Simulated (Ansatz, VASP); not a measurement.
Two plane-wave programs on SiB6

```xyz
7
Lattice="3.6183 0.0000 0.0000 -1.8092 3.1336 0.0000 0.0000 0.0000 6.2051" Properties=species:S:1:pos:R:3 pbc="T T T"
Si    0.0000    0.0000    3.1026
B     0.0000    2.0890    0.0000
B     1.8092    1.0445    0.0000
B     1.7181    0.0000    3.1026
B    -0.8590    1.4879    3.1026
B     0.9501    1.6456    3.1026
B     0.0000    0.0000    0.0000
```

Alike in both runs: task single point; functional PBE; k mesh 6 × 6 × 4; occupations gaussian, width 0.1 eV; no spin polarisation.

|  | VASP | Ansatz |
| --- | --- | --- |
| version | VASP 6.6.1 | Ansatz 0.2.0 |
| potentials or method | VASP PAW PBE potentials, release 64 (Si, B), cutoff 520 eV | scalar-relativistic, plane waves, PAW |
| valence electrons in the cell | 22 | 22 |

```tsv
	VASP	Ansatz	Ansatz less VASP
gap on the k mesh at the Fermi level (eV)	none	none	-
pressure (GPa)	8.2	8.4	+0.19
traceless stress, the component that is largest in VASP (GPa)	-6.66	-6.82	-0.159
rms of the force components (eV/Å)	1.707	1.711	+0.0042
```

Atom by atom the forces differ by 0.004 eV/Å (rms over components). A gap of «none» marks a metal or a gap that the smearing closes.
